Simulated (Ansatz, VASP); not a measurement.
HgTe in VASP and in Ansatz

```
CELL_PARAMETERS angstrom
0.00000 3.23579 3.23579
3.23579 0.00000 3.23579
3.23579 3.23579 0.00000
ATOMIC_POSITIONS crystal
Hg 0.00000 0.00000 0.00000
Te 0.75000 0.75000 0.75000
```

Alike in both runs: task single point; functional r2SCAN; dispersion D3(BJ); k mesh 7 × 7 × 7; occupations fermi-dirac, width 0.05 eV; no spin polarisation.

|  | VASP | Ansatz |
| --- | --- | --- |
| version | VASP 6.6.1 | Ansatz 0.2.0 |
| potentials or method | VASP PAW PBE potentials, release 64 (Hg, Te) | Ansatz PAW |
| plane-wave cutoff (eV) | 520 | 500 |
| valence electrons in the cell | 18 | 36 |

|  | VASP | Ansatz | Ansatz less VASP |
| --- | --- | --- | --- |
| gap on the k mesh at the Fermi level (eV) | none | none | - |
| pressure (GPa) | 1.4 | 1.3 | -0.07 |

VASP's potentials were made for PBE, not for r2SCAN. A gap of «none» marks a metal or a gap that the smearing closes. VASP's potentials hold 18 valence electrons a cell and Ansatz's 36, so a difference there can come from the potentials and not from the codes.

Neither program's run includes spin-orbit coupling.
